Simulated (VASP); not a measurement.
Sn: relaxation of cell and atoms with PBE

Sn:

```
CELL_PARAMETERS angstrom
0.00000 3.32732 3.32732
3.32732 0.00000 3.32732
3.32732 3.32732 0.00000
ATOMIC_POSITIONS crystal
Sn 0.00000 0.00000 0.00000
Sn 0.25000 0.25000 0.25000
```

This isn't the form of Sn at room conditions, which is tetragonal (white tin).

```
Program                : VASP 6.6.1
Task                   : relaxation of cell and atoms
Functional             : PBE
Potentials or basis    : VASP PAW PBE potentials, release 64 (Sn_d)
Cutoff                 : 600 eV
k mesh                 : 12 × 12 × 12
Occupations            : gaussian, width 0.1 eV
Spin                   : no spin polarisation
Dipole correction      : no
Further INCAR settings : ALGO = Fast; EDIFF = 1e-07; IBRION = 2; EDIFFG = -0.005; NSW = 100; ISIF = 3
```

| Property | Result |
| --- | --- |
| Pressure after relaxing | 0.0 GPa |
| Band gap on the k mesh | zero (bands 14 and 15 overlap by 0.23 eV) |

Final structure:
```
Sn
1.0
     0.00000    3.32732    3.32732
     3.32732    0.00000    3.32732
     3.32732    3.32732    0.00000
Sn
2
Direct
  0.00000 0.00000 0.00000
  0.25000 0.25000 0.25000
```

Levels at points of the mesh, in eV from the Fermi level:
```
           k point  band 11  band 12  band 13  band 14  band 15  band 16  band 17  band 18
(0.00, 0.00, 0.00)   -10.10    -1.13     0.11     0.11     0.11     2.17     2.17     2.17
(0.50, 0.00, 0.00)    -8.62    -6.01    -0.98    -0.98    -0.12     3.22     3.22     5.71
(0.50, 0.50, 0.00)    -7.25    -7.25    -2.20    -2.20     0.92     0.92     7.28     7.28
```

Run time: 2.7 min on 1 thread of Intel(R) Xeon(R) 6975P-C (Granite Rapids), with other jobs on the host, peak memory 0.29 GiB.

Caveat: the relaxation stopped at its first step, so nothing moved; spin-orbit coupling is left out, which moves the levels of the heavy elements.
